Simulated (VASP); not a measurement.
# ZrB (Immm) in VASP: notebook, part 2 of 2

VASP 6.6.1. Earlier steps stand in the parts before.

## Step 3: Single point, PBEsol (strain +0.0375 x Voigt [0, 0, 0, 0, 1, 0])

Input file INCAR:

```
PREC = Accurate
ENCUT = 520
EDIFF = 1E-7
ISMEAR = 0
SIGMA = 0.15
LREAL = False
LASPH = True
NELM = 100
ALGO = Normal
ISIF = 2
LWAVE = False
LCHARG = False
GGA = PS
NBANDS = 14
```

Input file KPOINTS:

```
regular mesh
0
Gamma
  18 18 18
```

Input file POSCAR:

```
ZrB
1.0
    0.0435937500      2.3250000000      2.3250000000
    2.3685937500      0.0000000000      2.3685937500
    2.3250000000      2.3250000000      0.0435937500
Zr B
1 1
Direct
    0.0000000000      0.0000000000      0.0000000000
    0.5000000000      0.5000000000      0.5000000000
```

Potentials or basis: VASP PAW PBE potentials, release 64 (Zr_sv, B).

The run is started by

```bash
$ cat potpaw_PBE.64/Zr_sv/POTCAR potpaw_PBE.64/B/POTCAR > POTCAR
$ mpirun -np 1 vasp_std > vasp.out
```

OUTCAR:

```text
PREC = Accurate
   ENCUT = 520
   EDIFF = 1E-7
   ISMEAR = 0
   LREAL = False
   LASPH = True
   NELM = 100
   ISIF = 2
   GGA = PS

 ion  position               nearest neighbor table
   1  0.000  0.000  0.000-   2 2.33   2 2.33   2 2.33   2 2.33   2 2.33   2 2.33
   2  0.500  0.500  0.500-   1 2.33   1 2.33   1 2.33   1 2.33   1 2.33   1 2.33

  LATTYP: Found a body centered orthorhombic cell.
 ALAT       =     3.2263956600
 B/A-ratio  =     1.0382165605
 C/A-ratio  =     1.4412367515

  Lattice vectors:

 A1 = (   0.0435937500,  -2.3250000000,   2.3250000000)
 A2 = (  -0.0435937500,  -2.3250000000,  -2.3250000000)
 A3 = (   2.3250000000,   2.3250000000,   0.0435937500)

Analysis of symmetry for initial positions (statically):
=====================================================================
 Subroutine PRICEL returns:
 Original cell was already a primitive cell.

 Routine SETGRP: Setting up the symmetry group for a
 body centered orthorhombic supercell.

 Subroutine GETGRP returns: Found  8 space group operations
 (whereof  8 operations were pure point group operations)
 out of a pool of  8 trial point group operations.

[... 176 lines left out ...]
      6      10.5461      0.00000
      7      10.7773      0.00000
      8      11.0752      0.00000
      9      12.6268      0.00000
     10      12.6272      0.00000
     11      12.6282      0.00000
     12      12.7589      0.00000
     13      12.9238      0.00000
     14      20.0333      0.00000
[... 377 lines left out ...]
      1     -37.6623      2.00000
      2     -16.1511      2.00000
      3     -15.6419      2.00000
      4     -15.5733      2.00000
      5       2.7154      2.00000
      6       7.4436      2.00000
      7       8.1739      2.00000
      8       8.3781      2.00000
      9      12.6711      0.00000
     10      13.2418      0.00000
     11      14.3084      0.00000
     12      18.5620      0.00000
     13      19.9519      0.00000
     14      21.2652      0.00000

 [... further k-points ...]

------------------------ aborting loop because EDIFF is reached ----------------------------------------

  FORCE on cell =-STRESS in cart. coord.  units (eV):
  Direction    XX          YY          ZZ          XY          YZ          ZX
  --------------------------------------------------------------------------------------
  -------------------------------------------------------------------------------------
  Total        4.6675891      4.6714845      4.6675891      0.0000000      0.0000000     -0.3438561
  in kB      297.6165230    297.8649019    297.6165230      0.0000000      0.0000000    -21.9250815
  external PRESSURE =     297.6993160 kB  Pullay stress =       0.0000000 kB

 VOLUME and BASIS-vectors are now :
 -----------------------------------------------------------------------------
  energy-cutoff  :      520.00
  volume of cell :       25.13
      direct lattice vectors                 reciprocal lattice vectors
     0.043593750  2.325000000  2.325000000    -0.219163071  0.215053763  0.219163071
     2.368593750  0.000000000  2.368593750     0.211095719 -0.215053763  0.211095719
     2.325000000  2.325000000  0.043593750     0.219163071  0.215053763 -0.219163071

 POSITION                                       TOTAL-FORCE (eV/Angst)
 -----------------------------------------------------------------------------------
      0.00000      0.00000      0.00000         0.000000      0.000000      0.000000
      2.36859      2.32500      2.36859         0.000000      0.000000     -0.000000
 -----------------------------------------------------------------------------------
    total drift:                                0.000000     -0.000000     -0.000000

  FREE ENERGIE OF THE ION-ELECTRON SYSTEM (eV)
  ---------------------------------------------------
  free  energy   TOTEN  =       -16.6137878170 eV

  energy  without entropy=      -16.6018612708  energy(sigma->0) =      -16.60782454
```

OSZICAR:

```text
N       E                     dE             d eps       ncg     rms          rms(c)
DAV:   1     0.959377886977E+02    0.95938E+02   -0.79300E+03 24244   0.104E+03
DAV:   2    -0.143727053511E+02   -0.11031E+03   -0.10449E+03 29554   0.286E+02
DAV:   3    -0.182017137470E+02   -0.38290E+01   -0.37883E+01 36760   0.449E+01
DAV:   4    -0.182696290784E+02   -0.67915E-01   -0.67895E-01 28530   0.556E+00
DAV:   5    -0.182713079196E+02   -0.16788E-02   -0.16788E-02 36728   0.583E-01    0.241E+01
DAV:   6    -0.166358230475E+02    0.16355E+01   -0.23097E+00 28976   0.137E+01    0.937E+00
DAV:   7    -0.166126511014E+02    0.23172E-01   -0.28828E-01 35702   0.384E+00    0.369E+00
DAV:   8    -0.166142908806E+02   -0.16398E-02   -0.30145E-02 29888   0.155E+00    0.334E-01
DAV:   9    -0.166137335964E+02    0.55728E-03   -0.23766E-03 27622   0.326E-01    0.137E-01
DAV:  10    -0.166137907422E+02   -0.57146E-04   -0.26872E-04 28678   0.187E-01    0.184E-02
DAV:  11    -0.166137886393E+02    0.21029E-05   -0.10310E-05 31214   0.278E-02    0.395E-03
DAV:  12    -0.166137878254E+02    0.81387E-06   -0.48969E-07 28946   0.779E-03    0.131E-03
DAV:  13    -0.166137878170E+02    0.84551E-08   -0.24762E-08 15686   0.159E-03
   1 F= -.16613788E+02 E0= -.16607825E+02  d E =-.119265E-01
```

stdout:

```text
POSCAR found type information on POSCAR ZrB
 POSCAR found :  2 types and       2 ions
 scaLAPACK will be used
 -----------------------------------------------------------------------------
|                                                                             |
|                                                                             |
|     You enforced a specific xc type in the INCAR file but a different       |
|     I HOPE YOU KNOW WHAT YOU ARE DOING!                                     |
|                                                                             |
 -----------------------------------------------------------------------------

 LDA part: xc-table for (Slater+PW92), standard interpolation
 POSCAR, INCAR and KPOINTS ok, starting setup
 FFT: planning ... GRIDC
 FFT: planning ... GRID_SOFT
 FFT: planning ... GRID
 WAVECAR not read
 entering main loop
```

Wall time 4.8 min (1 thread of Intel Xeon Platinum 8375C at 2.90GHz (Ice Lake), shared host); peak memory 0.41 GiB.

Results:

* Free energy: -16.6138 eV
* Pressure: 29.8 GPa
* Band gap on the k mesh: zero (an odd number of electrons rules out a gap without spin polarisation)

Caveat: the cell differs from its parent crystal (strain +0.0375 x Voigt [0, 0, 0, 0, 1, 0]); the cell stands under pressure; the PAW data sets were made with another functional, which shifts forces and pressure a little.
